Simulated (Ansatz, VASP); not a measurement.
## Two plane-wave programs on AlN

Contents of INCAR:

```
SYSTEM = AlN
ALGO = Normal
EDIFF = 1E-6
ENCUT = 520
GGA = PE
ISIF = 2
ISMEAR = 0
LASPH = .True.
LCHARG = .True.
LELF = .True.
LREAL = .False.
LVHAR = .True.
LWAVE = .False.
NBANDS = 16
NELM = 80
PREC = Accurate
SIGMA = 0.05
```

KPOINTS

```
k-points
0
Gamma
  12 12 6
  0 0 0
```

POSCAR

```
AlN
1.0
    3.1302395627      0.0000000000      0.0000000000
   -1.5651197814      2.7108669813      0.0000000000
    0.0000000000      0.0000000000      5.0179796546
Al N
2 2
Direct
    0.3333333333      0.6666666667      0.0465674804
    0.6666666667      0.3333333333      0.5017287175
    0.3333333333      0.6666666667      0.3832712825
    0.6666666667      0.3333333333      0.8832712825
```

Input for Ansatz:

```yaml
crystal:
  lattice:
    - [3.1302395627, 0.0, 0.0]
    - [-1.5651197814, 2.7108669813, 0.0]
    - [0.0, 0.0, 5.0179796546]
  atoms:
    - { symbol: Al, position: [0.3333333333, 0.6666666667, 0.0465674804] }
    - { symbol: Al, position: [0.6666666667, 0.3333333333, 0.5017287175] }
    - { symbol: "N", position: [0.3333333333, 0.6666666667, 0.3832712825] }
    - { symbol: "N", position: [0.6666666667, 0.3333333333, 0.8832712825] }
basis:
  ecutwfc: 420
kpoints:
  mp_grid: { grid: [12, 12, 6] }
hamiltonian:
  xc: pbe
scf:
  occupations: { method: gaussian, width: 0.05 }
output:
  forces: true
  stress: true
  eigenvalues: true
  write_density: true
  write_potential: true
  elf: true
  volumetric_format: npy
```

Alike in both runs: task single point; functional PBE; k mesh 12 × 12 × 6; occupations gaussian, width 0.05 eV; no spin polarisation.

```csv
,VASP,Ansatz
version,VASP 6.6.1,Ansatz 0.2.0
potentials or method,"VASP PAW PBE potentials, release 64 (Al, N), cutoff 520 eV","scalar-relativistic, plane waves, PAW"
valence electrons in the cell,16,16
```

|  | VASP | Ansatz | Ansatz less VASP |
| --- | --- | --- | --- |
| gap on the k mesh at the Fermi level (eV) | 3.11 | 3.09 | -0.016 |
| least direct gap on the mesh (eV) | 3.11 | 3.09 | -0.016 |
| pressure (GPa) | 4.4 | 4.6 | +0.22 |
| traceless stress, the component that is largest in VASP (GPa) | 14.14 | 13.95 | -0.190 |
| rms of the force components (eV/Å) | 2.388 | 2.380 | -0.0079 |

Atom by atom the forces differ by 0.010 eV/Å (rms over components). With one functional, cell and mesh, what is left measures potentials, basis and numerics.
